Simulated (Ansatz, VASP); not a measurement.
## Ge in VASP and in Ansatz

Contents of INCAR:

```
PREC     = Accurate       # precision mode
ENCUT    = 520            # plane-wave cutoff, eV
EDIFF    = 1E-6           # SCF threshold, eV
ISMEAR   = 0              # smearing method
SIGMA    = 0.15           # smearing width, eV
LREAL    = False          # projectors in reciprocal space
LASPH    = True           # aspherical terms in the spheres
NELM     = 100            # most SCF steps
ALGO     = Normal         # electronic algorithm
ISIF     = 2              # what is computed and relaxed
LWAVE    = False          # write WAVECAR
LCHARG   = False          # write CHGCAR
GGA      = PE             # functional
NBANDS   = 36             # bands
```

KPOINTS

```
regular mesh
0
Gamma
  12 12 8
```

The input POSCAR:

```
Ge
1.0
    4.1799014089      0.0000000000      0.0000000000
   -2.0899507045      3.6199008054      0.0000000000
    0.0000000000      0.0000000000      6.6925281924
Ge
4
Direct
    0.6666666667      0.3333333333      0.0627911807
    0.3333333333      0.6666666667      0.5627911807
    0.6666666667      0.3333333333      0.4372088193
    0.3333333333      0.6666666667      0.9372088193
```

Input for Ansatz:

```yaml
crystal:
  lattice:
    - [4.1799014089, 0.0, 0.0]
    - [-2.0899507045, 3.6199008054, 0.0]
    - [0.0, 0.0, 6.6925281924]
  atoms:
    - { symbol: Ge, position: [0.6666666667, 0.3333333333, 0.0627911807] }
    - { symbol: Ge, position: [0.3333333333, 0.6666666667, 0.5627911807] }
    - { symbol: Ge, position: [0.6666666667, 0.3333333333, 0.4372088193] }
    - { symbol: Ge, position: [0.3333333333, 0.6666666667, 0.9372088193] }
basis:
  ecutwfc: 420
kpoints:
  mp_grid: { grid: [12, 12, 8] }
hamiltonian:
  xc: pbe
scf:
  occupations: { method: gaussian, width: 0.15 }
output:
  forces: true
  stress: true
  eigenvalues: true
```

Change from the starting cell: strain +0.030 along x and y, +0.000 along z, atoms carried along.

Alike in both runs: task single point; functional PBE; k mesh 12 × 12 × 8; occupations gaussian, width 0.15 eV; no spin polarisation.

|  | VASP | Ansatz |
| --- | --- | --- |
| version | VASP 6.6.1 | Ansatz 0.2.0 |
| potentials or method | VASP PAW PBE potentials, release 64 (Ge_d), cutoff 520 eV | scalar-relativistic, plane waves, PAW |
| valence electrons in the cell | 56 | 56 |

```tsv
	VASP	Ansatz	Ansatz less VASP
gap on the k mesh at the Fermi level (eV)	none	none	-
pressure (GPa)	-3.0	-3.0	+0.07
traceless stress, the component that is largest in VASP (GPa)	2.68	2.68	-0.001
rms of the force components (eV/Å)	0.131	0.132	+0.0012
```

Atom by atom the forces differ by 0.001 eV/Å (rms over components). A gap of «none» marks a metal or a gap that the smearing closes.
